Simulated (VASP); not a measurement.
Crystal: Si.

```
Si
1.0
     2.57715    0.00000    0.00000
     0.00000    2.57715    0.00000
     0.00000    0.00000    2.43514
Si
1
Direct
  0.50000 0.50000 0.00000
```

The cell was built from a structure type or drawn by symmetry, and may not be a known phase.

```yaml
Program: VASP 6.6.1
Task: relaxation of cell and atoms
Functional: PBE
Potentials_or_basis: VASP PAW PBE potentials, release 64 (Si)
Cutoff: 600 eV
k_mesh: 22 × 22 × 22
Occupations: gaussian, width 0.1 eV
Spin: no spin polarisation
```

At the start: pressure 0.8 GPa; volume 16.17 Å³/atom.

Task: How do energy, volume and symmetry change on relaxing?

Result: Over 7 steps the energy falls by 17.4 meV/atom and the volume is 16.23 Å³/atom (+0.4 %); space group P4/mmm (No. 123, to 0.1 Å) before, Pm-3m (No. 221, to 0.1 Å).

Step by step:
| step | energy change (eV) | largest force (eV/Å) | pressure (GPa) | volume (Å³) |
| --- | --- | --- | --- | --- |
| 1 | 0.0000 | 0.0000 | 0.82 | 16.17 |
| 2 | -0.0171 | 0.0000 | -0.72 | 16.35 |
| 3 | -0.0171 | 0.0000 | -0.75 | 16.36 |
| 4 | -0.0174 | 0.0000 | 0.33 | 16.18 |
| 5 | -0.0174 | 0.0000 | 0.04 | 16.23 |
| 6 | -0.0174 | 0.0000 | 0.03 | 16.23 |
| 7 | -0.0174 | 0.0000 | 0.01 | 16.23 |

Final structure:
```yaml
crystal:
  lattice:
    - [2.53337, 0.00000, 0.00000]
    - [0.00000, 2.53337, 0.00000]
    - [0.00000, 0.00000, 2.52914]
  atoms:
    - { symbol: Si, position: [0.50000, 0.50000, 0.00000] }
```
